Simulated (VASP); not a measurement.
# Ca (Pm-3n) in VASP: single point with PBEsol

Aim: the single point of Ca with PBEsol.

All numbers are computed with VASP 6.6.1; they aren't measurements. Logs are shortened: lines on timing, memory, paths and dates and some standing lists are left out, and cuts for length are marked.

### Step 1. The cell of the first run

Symmetry: Pm-3n, No. 223, cubic system. Conventional cell: a = 6.885 Å, b = 6.885 Å, c = 6.885 Å, α = 90.00°, β = 90.00°, γ = 90.00°. Ca (site symmetry m-3) has 12 Ca at 3.85 Å within 5.1 Å. Ca (site symmetry -4m2) has 14 Ca at 3.44 to 4.22 Å within 4.5 Å.

### Step 2. Single point, PBEsol

INCAR

```
SYSTEM = Ca
PREC = Accurate ; ENCUT = 520
EDIFF = 1E-7 ; ISMEAR = 0
SIGMA = 0.1 ; LREAL = .False.
LASPH = .True. ; NELM = 100
ALGO = Fast ; ISIF = 2
LWAVE = .False. ; LCHARG = .True.
GGA = PS ; LELF = .True.
LVHAR = .True. ; NBANDS = 50
```

KPOINTS

```
regular mesh
0
Gamma
  6 6 6
  0 0 0
```

POSCAR

```
Ca
1.0
    6.8853987655      0.0000000000      0.0000000000
    0.0000000000      6.8853987655      0.0000000000
    0.0000000000      0.0000000000      6.8853987655
Ca
8
Direct
    0.5000000000      0.5000000000      0.5000000000
    0.0000000000      0.0000000000      0.0000000000
    0.2500000000      0.0000000000      0.5000000000
    0.5000000000      0.2500000000      0.0000000000
    0.5000000000      0.7500000000      0.0000000000
    0.7500000000      0.0000000000      0.5000000000
    0.0000000000      0.5000000000      0.7500000000
    0.0000000000      0.5000000000      0.2500000000
```

Potentials or basis: VASP PAW PBE potentials, release 64 (Ca_sv).

On the command line:

```bash
> cat potpaw_PBE.64/Ca_sv/POTCAR > POTCAR
> mpirun -np 1 vasp_std > vasp.out
```

OUTCAR:

```text
SYSTEM = Ca
   PREC = Accurate
   ENCUT = 520
   EDIFF = 1E-7
   ISMEAR = 0
   LREAL = .False.
   LASPH = .True.
   NELM = 100
   ISIF = 2
   GGA = PS

 ion  position               nearest neighbor table
   1  0.500  0.500  0.500-
   2  0.000  0.000  0.000-
   3  0.250  0.000  0.500-
   4  0.500  0.250  0.000-
   5  0.500  0.750  0.000-
   6  0.750  0.000  0.500-
   7  0.000  0.500  0.750-
   8  0.000  0.500  0.250-

  LATTYP: Found a simple cubic cell.
 ALAT       =     6.8853987655

  Lattice vectors:

 A1 = (   6.8853987655,   0.0000000000,   0.0000000000)
 A2 = (   0.0000000000,   6.8853987655,   0.0000000000)
 A3 = (   0.0000000000,   0.0000000000,   6.8853987655)

Analysis of symmetry for initial positions (statically):
=====================================================================
 Subroutine PRICEL returns:
 Original cell was already a primitive cell.

 Routine SETGRP: Setting up the symmetry group for a
 simple cubic supercell.

 Subroutine GETGRP returns: Found 48 space group operations
 (whereof 24 operations were pure point group operations)
 out of a pool of 48 trial point group operations.

The static configuration has the point symmetry T_h .
 The point group associated with its full space group is O_h .

Analysis of symmetry for dynamics (positions and initial velocities):
=====================================================================
 Subroutine PRICEL returns:
 Original cell was already a primitive cell.

 Routine SETGRP: Setting up the symmetry group for a
 simple cubic supercell.

 Subroutine GETGRP returns: Found 48 space group operations
 (whereof 24 operations were pure point group operations)
 out of a pool of 48 trial point group operations.

The dynamic configuration has the point symmetry T_h .
 The point group associated with its full space group is O_h .

 Subroutine INISYM returns: Found 48 space group operations
 (whereof 24 operations are pure point group operations),
 and found     1 'primitive' translations

----------------------------------------------------------------------------------------

                                     Primitive cell

[... 97 lines left out ...]
   EDIFF  = 0.1E-06   stopping-criterion for ELM
   LREAL  =      F    real-space projection
   EDIFFG = 0.1E-05   stopping-criterion for IOM
   NSW    =      0    number of steps for IOM
   IBRION =     -1    ionic relax: 0-MD 1-quasi-New 2-CG
   NFREE  =      0    steps in history (QN), initial steepest desc. (CG)
   ISIF   =      2    stress and relaxation
   ISYM   =      2    0-nonsym 1-usesym 2-fastsym
   POTIM  = 0.5000    time-step for ionic-motion
   TEBEG  =    0.0;   TEEND  =   0.0 temperature during run
   PSTRESS=    0.0 pullay stress
   NELECT =      80.0000    total number of electrons
   NUPDOWN=      -1.0000    fix difference up-down
   EMIN   =  10.00;   EMAX   =-10.00  energy-range for DOS
   EFERMI =   0.00;   METHOD = LEGACY
   ISMEAR =     0;   SIGMA  =   0.10  broadening in eV -4-tet -1-fermi 0-gaus
   EFERMI_NEDOS =   21; number of points for ismear=-14 and -15
   IALGO  =     68    algorithm
   IMIX   =      4    mixing-type and parameters
     AMIX     =   0.40;   BMIX     =  1.00
     AMIX_MAG =   1.60;   BMIX_MAG =  1.00
  volume/ion in A,a.u.               =      40.80       275.36
  Fermi-wavevector in a.u.,A,eV,Ry     =   1.024493  1.936011 14.280488  1.049586
  Thomas-Fermi vector in A             =   2.158283
   LORBIT       =      0    0 simple, 1 ext, 2 COOP (PROOUT), +10 PAW based schemes
   GGA     = PS    functional components
   LHFCALC =     F    Hartree Fock is set to
   AEXX    =    0.0000 exact exchange contribution
   IVDW    =     0    specifies the selected vdW correction
   LEPSILON=     F    determine dielectric tensor
   LRPA    =     F    only Hartree local field effects (RPA)
 non-spin polarized calculation
 RMM-DIIS sequential band-by-band and
 Gauss-broadening in eV      SIGMA  =   0.10
  energy-cutoff  :      520.00
  volume of cell :      326.43
 maximum number of plane-waves:      8844
 NGX is ok and might be reduce to    54
   NGX = 25   NGY = 25   NGZ = 25

 number of electron      80.0000000 magnetization

 Free energy of the ion-electron system (eV)
  ---------------------------------------------------
  ext. energy  EPLUGINS =         0.00000000
  ---------------------------------------------------
  free energy    TOTEN  =       -16.78059052 eV

  energy without entropy =      -16.73668026  energy(sigma->0) =      -16.75863539

 E-fermi :   2.0093     XC(G=0):  -7.9127

 val. band max:        2.0033442792   @ k =   0.1667   0.1667   0.0000
 cond. band min:       2.0291509911   @ k =   0.3333   0.1667   0.0000
 fundamental gap:      0.0258067119
 Fermi energy:         2.0092693915

 k-point     1 :       0.0000    0.0000    0.0000
  band No.  band energies     occupation
      1     -39.7451      2.00000
      2     -39.7338      2.00000
      3     -39.7338      2.00000
      4     -39.7298      2.00000
      5     -39.7233      2.00000
      6     -39.7117      2.00000
[... 1049 lines left out ...]
     49       3.2353      0.00000
     50       3.3913      0.00000

------------------------ aborting loop because EDIFF is reached ----------------------------------------

  FORCE on cell =-STRESS in cart. coord.  units (eV):
  Direction    XX          YY          ZZ          XY          YZ          ZX
  --------------------------------------------------------------------------------------
  -------------------------------------------------------------------------------------
  Total        0.0099928      0.0099928      0.0099928      0.0000000      0.0000000      0.0000000
  in kB        0.0490466      0.0490466      0.0490466      0.0000000      0.0000000      0.0000000
  external PRESSURE =       0.0490466 kB  Pullay stress =       0.0000000 kB

 VOLUME and BASIS-vectors are now :
 -----------------------------------------------------------------------------
  energy-cutoff  :      520.00
  volume of cell :      326.43
      direct lattice vectors                 reciprocal lattice vectors
     6.885398765  0.000000000  0.000000000     0.145234871  0.000000000  0.000000000
     0.000000000  6.885398765  0.000000000     0.000000000  0.145234871  0.000000000
     0.000000000  0.000000000  6.885398765     0.000000000  0.000000000  0.145234871

 POSITION                                       TOTAL-FORCE (eV/Angst)
 -----------------------------------------------------------------------------------
      3.44270      3.44270      3.44270         0.000000     -0.000000     -0.000000
      0.00000      0.00000      0.00000         0.000000     -0.000000     -0.000000
      1.72135      0.00000      3.44270        -0.000000      0.000000      0.000000
      3.44270      1.72135      0.00000        -0.000000     -0.000000      0.000000
      3.44270      5.16405      0.00000         0.000000      0.000000      0.000000
      5.16405      0.00000      3.44270         0.000000     -0.000000     -0.000000
      0.00000      3.44270      5.16405         0.000000      0.000000     -0.000000
      0.00000      3.44270      1.72135         0.000000     -0.000000     -0.000000
 -----------------------------------------------------------------------------------
    total drift:                                0.000000      0.000000      0.000000

  FREE ENERGIE OF THE ION-ELECTRON SYSTEM (eV)
  ---------------------------------------------------
  free  energy   TOTEN  =       -16.7805905235 eV

  energy  without entropy=      -16.7366802578  energy(sigma->0) =      -16.75863539
```

OSZICAR:

```text
N       E                     dE             d eps       ncg     rms          rms(c)
DAV:   1     0.843250889683E+03    0.84325E+03   -0.38500E+04  2016   0.147E+03
DAV:   2     0.400189498028E+02   -0.80323E+03   -0.79249E+03  2024   0.457E+02
DAV:   3    -0.857865717792E+01   -0.48598E+02   -0.46357E+02  2920   0.840E+01
DAV:   4    -0.160342773358E+02   -0.74556E+01   -0.73165E+01  3302   0.260E+01
[... 33 lines left out ...]
RMM:  38    -0.167805899263E+02   -0.48091E-06   -0.52615E-06   923   0.923E-04    0.233E-04
RMM:  39    -0.167805901811E+02   -0.25476E-06   -0.28177E-06   899   0.903E-04    0.267E-04
RMM:  40    -0.167805903584E+02   -0.17734E-06   -0.19598E-06   869   0.835E-04    0.260E-04
RMM:  41    -0.167805904516E+02   -0.93108E-07   -0.10508E-06   896   0.846E-04    0.261E-04
RMM:  42    -0.167805905235E+02   -0.71925E-07   -0.81247E-07   864   0.853E-04
   1 F= -.16780591E+02 E0= -.16758635E+02  d E =-.439103E-01
```

stdout:

```text
POSCAR found type information on POSCAR Ca
[... 50 lines left out ...]
 num prob  num prob  num prob  num prob  num prob  num prob  num prob  num prob  num prob  num prob  num prob  num prob  num prob  num prob  num prob WARNING in EDDRMM: call to ZHEGV failed, returncode =   6  3     38
 num prob RMM:  26    -0.167802887552E+02   -0.27604E-03   -0.28552E-03  1864   0.440E-03    0.894E-04
 num prob  num prob  num prob  num prob  num prob  num prob  num prob  num prob  num prob  num prob  num prob  num prob  num prob  num prob  num prob  num prob  num prob  num prob  num prob  num prob  num prob  num prob  num prob  num prob  num prob  num prob  num prob  num prob  num prob  num prob  num prob  num prob  num prob  num prob  num prob WARNING in EDDRMM: call to ZHEGV failed, returncode =   8  4     46
 num prob  num prob  num prob  num prob  num prob  num prob  num prob  num prob  num prob  num prob  num prob  num prob  nu
```

It took 16 min on 1 thread of Intel Xeon Platinum 8488C (Sapphire Rapids), shared host; peak memory 0.53 GiB.

Results:

| Item | Value |
| --- | --- |
| Free energy | -16.7806 eV |
| Pressure | 0.0 GPa |
| Band gap on the k mesh | zero (bands 40 and 41 overlap by 0.65 eV) |

Caveat: the PAW data sets were made with another functional, which shifts forces and pressure a little.
